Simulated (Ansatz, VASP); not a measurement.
HfO2: VASP beside Ansatz

File INCAR:

```
SYSTEM = HfO2
PREC = Accurate ; ENCUT = 520
EDIFF = 1E-6 ; ISMEAR = -1
SIGMA = 0.05 ; LREAL = .FALSE.
LASPH = .TRUE. ; NELM = 100
ALGO = Normal ; ISIF = 2
LWAVE = .FALSE. ; LCHARG = .FALSE.
GGA = RP ; NBANDS = 56
```

File KPOINTS:

```
regular mesh
0
G
  5 8 4
  0 0 0
```

POSCAR

```
HfO2
1.0
    5.5563950000      0.0000000000      0.0000000000
    0.0000000000      3.3335970000      0.0000000000
    0.0000000000      0.0000000000      6.5049950000
Hf O
4 8
Direct
    0.7486820000      0.7500000000      0.6078710000
    0.2513180000      0.2500000000      0.3921290000
    0.2486820000      0.7500000000      0.8921290000
    0.7513180000      0.2500000000      0.1078710000
    0.6394990000      0.2500000000      0.4234000000
    0.3605010000      0.7500000000      0.5766000000
    0.1394990000      0.2500000000      0.0766000000
    0.8605010000      0.7500000000      0.9234000000
    0.5207940000      0.2500000000      0.8414530000
    0.4792060000      0.7500000000      0.1585470000
    0.0207940000      0.2500000000      0.6585470000
    0.9792060000      0.7500000000      0.3414530000
```

The input input.yaml:

```yaml
crystal:
  lattice:
    - [5.556395, 0.0, 0.0]
    - [0.0, 3.333597, 0.0]
    - [0.0, 0.0, 6.504995]
  atoms:
    - { symbol: Hf, position: [0.748682, 0.75, 0.607871] }
    - { symbol: Hf, position: [0.251318, 0.25, 0.392129] }
    - { symbol: Hf, position: [0.248682, 0.75, 0.892129] }
    - { symbol: Hf, position: [0.751318, 0.25, 0.107871] }
    - { symbol: O, position: [0.639499, 0.25, 0.4234] }
    - { symbol: O, position: [0.360501, 0.75, 0.5766] }
    - { symbol: O, position: [0.139499, 0.25, 0.0766] }
    - { symbol: O, position: [0.860501, 0.75, 0.9234] }
    - { symbol: O, position: [0.520794, 0.25, 0.841453] }
    - { symbol: O, position: [0.479206, 0.75, 0.158547] }
    - { symbol: O, position: [0.020794, 0.25, 0.658547] }
    - { symbol: O, position: [0.979206, 0.75, 0.341453] }
hamiltonian:
  xc: rpbe
  pseudopotentials: { kind: paw }
kpoints:
  mp_grid: { grid: [5, 8, 4] }
  band_path:
    path:
      - [[0.0, 0.0, 0.0], [0.0, -0.5, 0.0], [-0.5, -0.5, 0.0], [-0.5, 0.0, 0.0], [0.0, 0.0, 0.0], [0.0, 0.0, -0.5], [0.0, -0.5, -0.5], [-0.5, -0.5, -0.5], [-0.5, 0.0, -0.5], [0.0, 0.0, -0.5]]
      - [[-0.5, 0.0, 0.0], [-0.5, 0.0, -0.5]]
      - [[0.0, -0.5, -0.5], [0.0, -0.5, 0.0]]
      - [[-0.5, -0.5, 0.0], [-0.5, -0.5, -0.5]]
    npoints: 10
scf:
  occupations: { method: fermi_dirac, width: 0.05 }
  n_extra_bands: 30
output:
  forces: true
  stress: true
  eigenvalues: true
  fatbands: false
```

Alike in both runs: functional RPBE; k mesh 5 × 8 × 4; occupations fermi-dirac, width 0.05 eV; no spin polarisation.

|  | VASP | Ansatz |
| --- | --- | --- |
| version | VASP 6.6.1 | Ansatz 0.2.0 |
| potentials or method | VASP PAW PBE potentials, release 64 (Hf_pv, O) | Ansatz PAW |
| plane-wave cutoff (eV) | 520 | 420 |
| valence electrons in the cell | 88 | 152 |
| task | single point | band structure |

Ansatz gave:

| Property | Result |
| --- | --- |
| gap on the k mesh at the Fermi level (eV) | 3.52 |
| least direct gap on the mesh (eV) | 3.52 |
| pressure (GPa) | 8.9 |
| traceless stress, the component that is largest in VASP (GPa) | -0.12 |
| rms of the force components (eV/Å) | 0.043 |

Q: Estimate VASP's values.

A: gap on the k mesh at the Fermi level (eV): 3.46; least direct gap on the mesh (eV): 3.46; pressure (GPa): 5.1; traceless stress, the component that is largest in VASP (GPa): -0.07; rms of the force components (eV/Å): 0.013.

VASP's potentials were made for PBE, not for RPBE. Atom by atom the forces differ by 0.035 eV/Å (rms over components). VASP's potentials hold 88 valence electrons a cell and Ansatz's 152, so a difference there can come from the potentials and not from the codes.

Neither program's run includes spin-orbit coupling.
